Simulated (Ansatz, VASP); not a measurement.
## Two plane-wave programs on GaN

The input INCAR:

```
PREC     = Accurate       # precision mode
ENCUT    = 520            # plane-wave cutoff, eV
EDIFF    = 1E-6           # SCF threshold, eV
ISMEAR   = 0              # smearing method
SIGMA    = 0.01           # smearing width, eV
LREAL    = F              # projectors in reciprocal space
LASPH    = T              # aspherical terms in the spheres
NELM     = 150            # most SCF steps
ALGO     = Normal         # electronic algorithm
ISIF     = 2              # what is computed and relaxed
LWAVE    = F              # write WAVECAR
LCHARG   = F              # write CHGCAR
MAGMOM   = 0 0 0 0 0 0    # initial moments
LORBIT   = 11             # projections on sites
LSORBIT  = T              # spin-orbit coupling
GGA_COMPAT= F            
LORBMOM  = T            
GGA      = PE             # functional
NBANDS   = 30             # bands
```

Contents of KPOINTS:

```
Automatic mesh
0
Gamma
  10 10 10
```

Contents of POSCAR:

```
GaN
1.0
    0.0000000000      2.2489525403      2.2489525403
    2.2489525403      0.0000000000      2.2489525403
    2.2489525403      2.2489525403      0.0000000000
Ga N
1 1
Direct
    0.0000000000      0.0000000000      0.0000000000
    0.2500000000      0.2500000000      0.2500000000
```

Input for Ansatz:

```yaml
crystal:
  lattice:
    - [0.0, 2.2489525403, 2.2489525403]
    - [2.2489525403, 0.0, 2.2489525403]
    - [2.2489525403, 2.2489525403, 0.0]
  atoms:
    - { symbol: Ga, position: [0.0, 0.0, 0.0] }
    - { symbol: "N", position: [0.25, 0.25, 0.25] }
kpoints:
  mp_grid: { grid: [10, 10, 10] }
  band_path:
    path:
      - [0.0, 0.0, 0.0]
      - [-0.5, -0.5, 0.0]
      - [-0.375, -0.375, 0.25]
      - [-0.375, 0.0, 0.375]
      - [0.0, 0.0, 0.5]
      - [-0.5, -0.25, 0.25]
    npoints: 1
hamiltonian:
  xc: pbe
scf:
  occupations: { method: fixed }
  n_extra_bands: 8
magnetization:
  noncollinear: true
  spin_orbit: true
output:
  forces: true
  stress: true
  eigenvalues: true
  write_density: true
  write_potential: true
  elf: true
  volumetric_format: npy
```

Alike in both runs: task single point; functional PBE; k mesh 10 × 10 × 10; non-collinear spin, spin-orbit coupling.

```csv
,VASP,Ansatz
version,VASP 6.6.1,Ansatz 0.2.0
potentials or method,"VASP PAW PBE potentials, release 64 (Ga_d, N)","plane waves, PAW"
plane-wave cutoff (eV),520,420
occupations,"gaussian, width 0.01 eV",fixed
valence electrons in the cell,18,18
```

|  | VASP | Ansatz | Ansatz less VASP |
| --- | --- | --- | --- |
| pressure (GPa) | 6.2 | 6.2 | -0.01 |
